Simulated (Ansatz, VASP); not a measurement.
## Two plane-wave programs on Zn2S

```
Zn S
1.0
     3.66744    0.00000    0.00000
    -1.83372    3.17609    0.00000
     0.00000    0.00000    3.95986
Zn S
2 1
Direct
  0.33333 0.66667 0.50000
  0.66667 0.33333 0.50000
  0.00000 0.00000 0.00000
```

Alike in both runs: task relaxation of cell and atoms; functional PBE; k mesh 6 × 6 × 4; occupations gaussian, width 0.1 eV; no spin polarisation.

```csv
,VASP,Ansatz
version,VASP 6.6.1,Ansatz 0.2.0
potentials or method,"VASP PAW PBE potentials, release 64 (Zn, S), cutoff 600 eV","scalar-relativistic, plane waves, PAW"
valence electrons in the cell,30,30
```

VASP gave:

```
gap on the k mesh at the Fermi level, each at its own relaxed structure (eV) : none
relaxed volume (Å³/atom)                                                     : 18.59
relaxed cell length with the largest relative difference (Å)                 : 3.733
```

Task: What did Ansatz give for the same quantities?

Result: gap on the k mesh at the Fermi level, each at its own relaxed structure (eV): none; relaxed volume (Å³/atom): 18.49; relaxed cell length with the largest relative difference (Å): 3.723.

A gap of «none» marks a metal or a gap that the smearing closes.

The k mesh is coarse, so the values compare programs but aren't converged. Noted on VASP's run: the volume moved by over 15 % at a fixed basis, so the end points are rough.
